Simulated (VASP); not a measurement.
# MgO (Periclase) (Fm-3m) in VASP: notebook, part 2 of 2

VASP 6.6.1. Earlier steps stand in the parts before.

## (3) Single point, PBE (volume scaled by 1.06)

Contents of INCAR:

```
  ALGO = Normal
  EDIFF = 1E-7
  ENCUT = 520
  GGA = PE
  ISIF = 2
  ISMEAR = 0
  LASPH = T
  LCHARG = F
  LREAL = F
  LWAVE = F
  NBANDS = 11
  NELM = 60
  PREC = Accurate
  SIGMA = 0.02
```

Contents of KPOINTS:

```
k-points
0
Gamma
  10 10 10
```

Contents of POSCAR:

```
MgO
1.0
    0.0000000000      2.1685658376      2.1685658376
    2.1685658376      0.0000000000      2.1685658376
    2.1685658376      2.1685658376      0.0000000000
Mg O
1 1
Direct
    0.0000000000      0.0000000000      0.0000000000
    0.5000000000      0.5000000000      0.5000000000
```

Potentials or basis: VASP PAW PBE potentials, release 64 (Mg, O).

Command:

```
$ cat potpaw_PBE.64/Mg/POTCAR potpaw_PBE.64/O/POTCAR > POTCAR
$ mpirun -np 1 vasp_std > vasp.out
```

OUTCAR:

```text
EDIFF = 1E-7
   ENCUT = 520
   GGA = PE
   ISIF = 2
   ISMEAR = 0
   LASPH = T
   LREAL = F
   NELM = 60
   PREC = Accurate

 ion  position               nearest neighbor table
   1  0.000  0.000  0.000-   2 2.17   2 2.17   2 2.17   2 2.17   2 2.17   2 2.17
   2  0.500  0.500  0.500-   1 2.17   1 2.17   1 2.17   1 2.17   1 2.17   1 2.17

  LATTYP: Found a face centered cubic cell.
 ALAT       =     4.3371316752

  Lattice vectors:

 A1 = (   0.0000000000,   2.1685658376,   2.1685658376)
 A2 = (   2.1685658376,   0.0000000000,   2.1685658376)
 A3 = (   2.1685658376,   2.1685658376,   0.0000000000)

Analysis of symmetry for initial positions (statically):
=====================================================================
 Subroutine PRICEL returns:
 Original cell was already a primitive cell.

 Routine SETGRP: Setting up the symmetry group for a
 face centered cubic supercell.

 Subroutine GETGRP returns: Found 48 space group operations
 (whereof 48 operations were pure point group operations)
 out of a pool of 48 trial point group operations.

The static configuration has the point symmetry O_h .

Analysis of symmetry for dynamics (positions and initial velocities):
=====================================================================
 Subroutine PRICEL returns:
 Original cell was already a primitive cell.

 Routine SETGRP: Setting up the symmetry group for a
 face centered cubic supercell.

 Subroutine GETGRP returns: Found 48 space group operations
 (whereof 48 operations were pure point group operations)
 out of a pool of 48 trial point group operations.

The dynamic configuration has the point symmetry O_h .

 Subroutine INISYM returns: Found 48 space group operations
 (whereof 48 operations are pure point group operations),
 and found     1 'primitive' translations

----------------------------------------------------------------------------------------

                                     Primitive cell
[... 113 lines left out ...]
  Fermi-wavevector in a.u.,A,eV,Ry     =   1.198364  2.264580 19.539016  1.436077
  Thomas-Fermi vector in A             =   2.334255
   LORBIT       =      0    0 simple, 1 ext, 2 COOP (PROOUT), +10 PAW based schemes
   GGA     = PE    functional components
   LHFCALC =     F    Hartree Fock is set to
   AEXX    =    0.0000 exact exchange contribution
   IVDW    =     0    specifies the selected vdW correction
   LEPSILON=     F    determine dielectric tensor
   LRPA    =     F    only Hartree local field effects (RPA)
 non-spin polarized calculation
 Gauss-broadening in eV      SIGMA  =   0.02
  energy-cutoff  :      520.00
  volume of cell :       20.40
 maximum number of plane-waves:       568
   NGX = 11   NGY = 11   NGZ = 11

 number of electron       7.9999996 magnetization

 Free energy of the ion-electron system (eV)
  ---------------------------------------------------
  ext. energy  EPLUGINS =         0.00000000
  ---------------------------------------------------
  free energy    TOTEN  =       -11.87866817 eV

  energy without entropy =      -11.87866817  energy(sigma->0) =      -11.87866817

 E-fermi :   2.6922     XC(G=0): -10.6704

 val. band max:        2.5587904630   @ k =   0.0000   0.0000   0.0000
 cond. band min:       6.4771573405   @ k =   0.0000   0.0000   0.0000
 fundamental gap:      3.9183668775
 Fermi energy:         2.6921748106

 k-point     1 :       0.0000    0.0000    0.0000
  band No.  band energies     occupation
      1     -14.2787      2.00000
      2       2.5588      2.00000
      3       2.5588      2.00000
      4       2.5588      2.00000
      5       6.4772      0.00000
      6      17.8585      0.00000
      7      17.8585      0.00000
      8      17.8585      0.00000
      9      21.5511      0.00000
     10      23.2259      0.00000
     11      23.2259      0.00000
[... 309 lines left out ...]
 k-point    24 :       0.4000    0.3000    0.0000
  band No.  band energies     occupation
      1     -13.2312      2.00000
      2      -0.7395      2.00000
      3       1.3779      2.00000
      4       1.5756      2.00000
      5      11.2664      0.00000
      6      12.4752      0.00000
      7      15.2493      0.00000
      8      19.6058      0.00000
      9      19.7995      0.00000
     10      26.3782      0.00000
     11      27.8225      0.00000

 [... further k-points ...]
[... 5 lines left out ...]
  --------------------------------------------------------------------------------------
  -------------------------------------------------------------------------------------
  Total       -1.0747842     -1.0747842     -1.0747842      0.0000000     -0.0000000      0.0000000
  in kB      -84.4275154    -84.4275154    -84.4275154      0.0000000     -0.0000000      0.0000000
  external PRESSURE =     -84.4275154 kB  Pullay stress =       0.0000000 kB

 VOLUME and BASIS-vectors are now :
 -----------------------------------------------------------------------------
  energy-cutoff  :      520.00
  volume of cell :       20.40
      direct lattice vectors                 reciprocal lattice vectors
     0.000000000  2.168565838  2.168565838    -0.230567129  0.230567129  0.230567129
     2.168565838  0.000000000  2.168565838     0.230567129 -0.230567129  0.230567129
     2.168565838  2.168565838  0.000000000     0.230567129  0.230567129 -0.230567129

 POSITION                                       TOTAL-FORCE (eV/Angst)
 -----------------------------------------------------------------------------------
      0.00000      0.00000      0.00000         0.000000      0.000000      0.000000
      2.16857      2.16857      2.16857         0.000000      0.000000      0.000000
 -----------------------------------------------------------------------------------
    total drift:                               -0.000000     -0.000000      0.000000

  FREE ENERGIE OF THE ION-ELECTRON SYSTEM (eV)
  ---------------------------------------------------
  free  energy   TOTEN  =       -11.8786681667 eV

  energy  without entropy=      -11.8786681667  energy(sigma->0) =      -11.87866817
```

OSZICAR:

```text
N       E                     dE             d eps       ncg     rms          rms(c)
DAV:   1     0.110772103650E+02    0.11077E+02   -0.45327E+03  1218   0.632E+02
DAV:   2    -0.129238027996E+02   -0.24001E+02   -0.23611E+02  1192   0.129E+02
DAV:   3    -0.134363129862E+02   -0.51251E+00   -0.51221E+00  1243   0.161E+01
DAV:   4    -0.134375365343E+02   -0.12235E-02   -0.12235E-02  1121   0.924E-01
DAV:   5    -0.134375407961E+02   -0.42619E-05   -0.42619E-05  1208   0.536E-02    0.717E+00
DAV:   6    -0.119046283196E+02    0.15329E+01   -0.95279E+00  1079   0.164E+01    0.239E+00
DAV:   7    -0.118859365708E+02    0.18692E-01   -0.81894E-02  1115   0.234E+00    0.136E+00
DAV:   8    -0.118792197763E+02    0.67168E-02   -0.35197E-02  1082   0.205E+00    0.276E-01
DAV:   9    -0.118787193199E+02    0.50046E-03   -0.69273E-04  1178   0.185E-01    0.156E-01
DAV:  10    -0.118786657961E+02    0.53524E-04   -0.59718E-04  1124   0.184E-01    0.743E-03
DAV:  11    -0.118786682144E+02   -0.24184E-05   -0.49165E-06  1208   0.158E-02    0.656E-03
DAV:  12    -0.118786681667E+02    0.47739E-07   -0.82386E-07  1166   0.682E-03
   1 F= -.11878668E+02 E0= -.11878668E+02  d E =-.163179E-23
```

stdout:

```text
POSCAR found type information on POSCAR MgO
 POSCAR found :  2 types and       2 ions
 scaLAPACK will be used
 LDA part: xc-table for (Slater+PW92), standard interpolation
 POSCAR, INCAR and KPOINTS ok, starting setup
 FFT: planning ... GRIDC
 FFT: planning ... GRID_SOFT
 FFT: planning ... GRID
 WAVECAR not read
 entering main loop
```

Run time: 19 s. Hardware: 1 thread of AMD EPYC 7R13, shared host; peak memory 0.11 GiB.

What came out:

| Property | Result |
| --- | --- |
| Free energy | -11.8787 eV |
| Pressure | -8.4 GPa |
| Band gap on the k mesh | 3.92 eV, direct |

Levels at points of the mesh, in eV from the valence-band top:
| k point | band 2 | band 3 | band 4 | band 5 | band 6 | band 7 |
| --- | --- | --- | --- | --- | --- | --- |
| (0.00, 0.00, 0.00) | 0.00 | 0.00 | 0.00 | 3.92 | 15.30 | 15.30 |
| (0.50, 0.00, 0.00) | -4.25 | -0.56 | -0.56 | 7.35 | 11.62 | 15.42 |
| (0.50, 0.50, 0.00) | -3.74 | -1.23 | -1.23 | 9.00 | 9.04 | 12.19 |
